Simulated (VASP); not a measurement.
Set up this calculation in VASP 6.6.1, as the native input.

```
Task                   : single point
Functional             : PBE
Potentials or basis    : VASP PAW PBE potentials, release 64 (Hf_pv)
Cutoff                 : 500 eV
k mesh                 : 6 × 6 × 4
Occupations            : gaussian, width 0.1 eV
Spin                   : no spin polarisation
Dipole correction      : no
Further INCAR settings : ALGO = Normal; EDIFF = 1e-06; NBANDS = 17
```

The structure of Hf lies in POSCAR:

```
Hf
1.0
    3.1275633157      0.0000000000      0.0000000000
   -1.5637816578      2.7085492833      0.0000000000
    0.0000000000      0.0000000000      4.9499268103
Hf
2
Direct
    0.3333333333      0.6666666667      0.2500000000
    0.6666666667      0.3333333333      0.7500000000
```

These files were run (other wordings do the same):

INCAR

```
SYSTEM = Hf
PREC = Accurate
ENCUT = 500
EDIFF = 1E-6
ISMEAR = 0
SIGMA = 0.1
LREAL = .False.
LASPH = .True.
NELM = 120
ALGO = Normal
ISIF = 2
LWAVE = .False.
LCHARG = .False.
GGA = PE
NBANDS = 17
GGA_COMPAT = .False.
```

KPOINTS

```
regular mesh
0
Gamma
  6 6 4
  0 0 0
```

Potentials or basis: VASP PAW PBE potentials, release 64 (Hf_pv).

Command:

```console
$ cat potpaw_PBE.64/Hf_pv/POTCAR > POTCAR
$ mpirun -np 1 vasp_std > vasp.out
```

It gave:

The pressure is 8.2 GPa. The band gap on the k mesh is zero (bands 10 and 11 overlap by 1.32 eV).

Caveat: the k points lie up to 0.39 Å⁻¹ apart, too coarse for converged energies and pressures of a metal; spin-orbit coupling is left out, which moves the levels of the heavy elements.

Wall time 5.8 s on 1 thread of Intel(R) Xeon(R) 6975P-C (Granite Rapids), on a shared host, peak memory 0.15 GiB.
